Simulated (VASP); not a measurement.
**PbF2: single point with r2SCAN**

Crystal: PbF2.

```
Pb F
1.0
     0.00000    2.92971    2.92971
     2.92971    0.00000    2.92971
     2.92971    2.92971    0.00000
Pb F
1 2
Direct
  0.00000 0.00000 0.00000
  0.25000 0.25000 0.25000
  0.75000 0.75000 0.75000
```

| Quantity | Value |
| --- | --- |
| Program | VASP 6.6.1 |
| Task | single point |
| Functional | r2SCAN |
| Potentials or basis | VASP PAW PBE potentials, release 64 (Pb_d, F) |
| Cutoff | 520 eV |
| k mesh | 6 × 6 × 6 |
| Occupations | gaussian, width 0.05 eV |
| Spin | non-collinear spin, zero start, spin-orbit coupling |
| Starting moments | [[0.0, 0.0, 0.0], [0.0, 0.0, 0.0], [0.0, 0.0, 0.0]] μB |
| Dipole correction | no |
| Further INCAR settings | ALGO = Normal; EDIFF = 1e-07; NBANDS = 41 |

```
Pressure                                              : 2.4 GPa
Net moment                                            : 0.00 μB per cell
Valence electrons inside the program's atomic spheres : Pb 11.70; F 6.10
```

Moments on the atoms (μB; x, y, z):
```
Pb  0.00 0.00 0.00
F   0.00 0.00 0.00
F   0.00 0.00 0.00
```

Run time: 9.9 min on 1 thread of AMD EPYC 7R43 64-Core Processor (Zen 3), on a shared host, peak memory 0.34 GiB.

Caveat: the PAW data sets were made with another functional, which shifts forces and pressure a little.
